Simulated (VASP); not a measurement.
A run of VASP 6.6.1 is set up as follows.

The input INCAR:

```
SYSTEM = SnSe
PREC = Accurate
ENCUT = 520
EDIFF = 1E-6
ISMEAR = 0
SIGMA = 0.1
LREAL = .False.
LASPH = .True.
NELM = 100
ALGO = Normal
ISIF = 2
LWAVE = .False.
LCHARG = .False.
NBANDS = 28
```

Contents of KPOINTS:

```
regular mesh
0
Gamma
  4 4 4
  0 0 0
```

File POSCAR:

```
SnSe
1.0
    2.1550000000     -5.8525000000      0.0000000000
    2.1550000000      5.8525000000      0.0000000000
    0.0000000000      0.0000000000      4.3180000000
Sn Se
2 2
Direct
    0.8800000000      0.1200000000      0.2500000000
    0.1200000000      0.8800000000      0.7500000000
    0.6440000000      0.3560000000      0.2500000000
    0.3560000000      0.6440000000      0.7500000000
```

Potentials or basis: VASP PAW LDA potentials, release 64 (Sn_d, Se).

Run with:

```console
$ cat potpaw_LDA.64/Sn_d/POTCAR potpaw_LDA.64/Se/POTCAR > POTCAR
$ mpirun -np 1 vasp_std > vasp.out
```

(1) What does it give for the band gap on the k mesh?

(2) Predict the largest force.

Answers

(1) 0.60 eV, indirect (least direct gap 0.83 eV).

(2) 0.407 eV/Å.

Caveat: spin-orbit coupling is left out, which moves the levels of the heavy elements.
